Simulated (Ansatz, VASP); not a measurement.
## One calculation of LiCl, two programs

The input INCAR:

```
ALGO = Normal ; EDIFF = 1E-6
ENCUT = 750 ; GGA = PE
GGA_COMPAT = False ; ISIF = 2
ISMEAR = 0 ; LASPH = True
LCHARG = False ; LREAL = False
LWAVE = False ; NBANDS = 12
NELM = 120 ; PREC = Accurate
SIGMA = 0.02
```

The input KPOINTS:

```
k-points
0
Gamma
  8 8 8
```

The input POSCAR:

```
LiCl
1.0
    0.0000000000      2.5964604336      2.5964604336
    2.5964604336      0.0000000000      2.5964604336
    2.5964604336      2.5964604336      0.0000000000
Li Cl
1 1
Direct
    0.0000000000      0.0000000000      0.0000000000
    0.5000000000      0.5000000000      0.5000000000
```

Input for Ansatz:

```yaml
crystal:
  lattice:
    - [0.0, 2.5964604336, 2.5964604336]
    - [2.5964604336, 0.0, 2.5964604336]
    - [2.5964604336, 2.5964604336, 0.0]
  atoms:
    - { symbol: Li, position: [0.0, 0.0, 0.0] }
    - { symbol: Cl, position: [0.5, 0.5, 0.5] }
basis:
  ecutwfc: 420
kpoints:
  mp_grid: { grid: [8, 8, 8] }
hamiltonian:
  xc: pbe
scf:
  occupations: { method: gaussian, width: 0.02 }
output:
  forces: true
  stress: true
  eigenvalues: true
```

Alike in both runs: task single point; functional PBE; k mesh 8 × 8 × 8; occupations gaussian, width 0.02 eV; no spin polarisation.

|  | VASP | Ansatz |
| --- | --- | --- |
| version | VASP 6.6.1 | Ansatz 0.2.0 |
| potentials or method | VASP PAW PBE potentials, release 64 (Li_sv, Cl), cutoff 750 eV | scalar-relativistic, plane waves, PAW |
| valence electrons in the cell | 10 | 10 |

Ansatz gave:

* gap on the k mesh at the Fermi level (eV): 6.12
* least direct gap on the mesh (eV): 6.12
* pressure (GPa): -0.7

**Question.** Which values does VASP return?

**Answer.** gap on the k mesh at the Fermi level (eV): 6.13; least direct gap on the mesh (eV): 6.13; pressure (GPa): -0.8.
